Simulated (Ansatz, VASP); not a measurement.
BiSb3O2 in VASP and in Ansatz

File INCAR:

```
ALGO = Normal
EDIFF = 1E-6
EDIFFG = -0.04
ENCUT = 600
GGA = PE
IBRION = 2
ISIF = 3
ISMEAR = 0
LASPH = T
LCHARG = F
LREAL = F
LWAVE = F
NELM = 80
NSW = 90
PREC = Accurate
SIGMA = 0.1
```

File KPOINTS:

```
k-points
0
Gamma
  3 3 6
```

File POSCAR:

```
BiSb3O2
1.0
    7.1623287031      0.0000000000      0.0000000000
   -3.5811643515      6.2027586071      0.0000000000
    0.0000000000      0.0000000000      3.3074754722
Sb Bi O
3 1 2
Direct
    0.0000000000      0.5000000000      0.9119134755
    0.5000000000      0.0000000000      0.9119134755
    0.5000000000      0.5000000000      0.9119134755
    0.0000000000      0.0000000000      0.9594063286
    0.6666666667      0.3333333333      0.7374240775
    0.3333333333      0.6666666667      0.7374240775
```

Input for Ansatz:

```yaml
crystal:
  lattice:
    - [7.1623287031, 0.0, 0.0]
    - [-3.5811643515, 6.2027586071, 0.0]
    - [0.0, 0.0, 3.3074754722]
  atoms:
    - { symbol: Sb, position: [0.0, 0.5, 0.9119134755] }
    - { symbol: Sb, position: [0.5, 0.0, 0.9119134755] }
    - { symbol: Sb, position: [0.5, 0.5, 0.9119134755] }
    - { symbol: Bi, position: [0.0, 0.0, 0.9594063286] }
    - { symbol: O, position: [0.6666666667, 0.3333333333, 0.7374240775] }
    - { symbol: O, position: [0.3333333333, 0.6666666667, 0.7374240775] }
basis:
  ecutwfc: 420
kpoints:
  mp_grid: { grid: [3, 3, 6] }
hamiltonian:
  xc: pbe
scf:
  occupations: { method: gaussian, width: 0.1 }
  lower_state_search: "off"
output:
  forces: true
  stress: true
  eigenvalues: true
relax:
  adjacent_minimum: "off"
  f_tol: 0.04
  max_steps: 70
  cell: { stress_tol: 0.4 }
```

Change from the starting cell: species swapped into the NaSn2Pd3 type (P6mm, No. 183).

Alike in both runs: task relaxation of cell and atoms; functional PBE; k mesh 3 × 3 × 6; occupations gaussian, width 0.1 eV; no spin polarisation.

|  | VASP | Ansatz |
| --- | --- | --- |
| version | VASP 6.6.1 | Ansatz 0.2.0 |
| potentials or method | VASP PAW PBE potentials, release 64 (Sb, Bi_d, O), cutoff 600 eV | scalar-relativistic, plane waves, PAW |
| valence electrons in the cell | 42 | 72 |

```csv
,VASP,Ansatz,Ansatz less VASP
"gap on the k mesh at the Fermi level, each at its own relaxed structure (eV)",none,none,-
relaxed volume (Å³/atom),24.23,24.27,+0.044
relaxed cell length with the largest relative difference (Å),3.197,3.204,+0.0071
```

A gap of «none» marks a metal or a gap that the smearing closes. VASP's potentials hold 42 valence electrons a cell and Ansatz's 72, so a difference there can come from the potentials and not from the codes.

Neither program's run includes spin-orbit coupling.
